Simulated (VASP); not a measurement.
A run of VASP 6.6.1:

INCAR

```
  PREC = Accurate
  ENCUT = 520
  EDIFF = 1E-6
  ISMEAR = -1
  SIGMA = 0.05
  LREAL = F
  LASPH = T
  NELM = 80
  ALGO = Normal
  ISIF = 2
  LWAVE = F
  LCHARG = F
  GGA = RE
  NBANDS = 35
```

File KPOINTS:

```
regular mesh
0
Gamma
  6 6 8
```

The input POSCAR:

```
SnO2
1.0
    4.7380000000      0.0000000000      0.0000000000
    0.0000000000      4.7380000000      0.0000000000
    0.0000000000      0.0000000000      3.1865000000
Sn O
2 4
Direct
    0.5000000000      0.5000000000      0.5000000000
    0.0000000000      0.0000000000      0.0000000000
    0.8071000000      0.1929000000      0.5000000000
    0.6929000000      0.6929000000      0.0000000000
    0.1929000000      0.8071000000      0.5000000000
    0.3071000000      0.3071000000      0.0000000000
```

Potentials or basis: VASP PAW PBE potentials, release 64 (Sn_d, O).

Command:

```console
$ cat potpaw_PBE.64/Sn_d/POTCAR potpaw_PBE.64/O/POTCAR > POTCAR
$ mpirun -np 1 vasp_std > vasp.out
```

Hardware: 1 thread of Intel(R) Xeon(R) Platinum 8259CL CPU @ 2.50GHz (Skylake/Cascade Lake) (shared host).

Problem. How long does it take, and how much memory?

Solution. Run time: 75 s on 1 thread of Intel(R) Xeon(R) Platinum 8259CL CPU @ 2.50GHz (Skylake/Cascade Lake) (shared host), peak memory 0.23 GiB. Counts: scf iterations 13, k points 50.
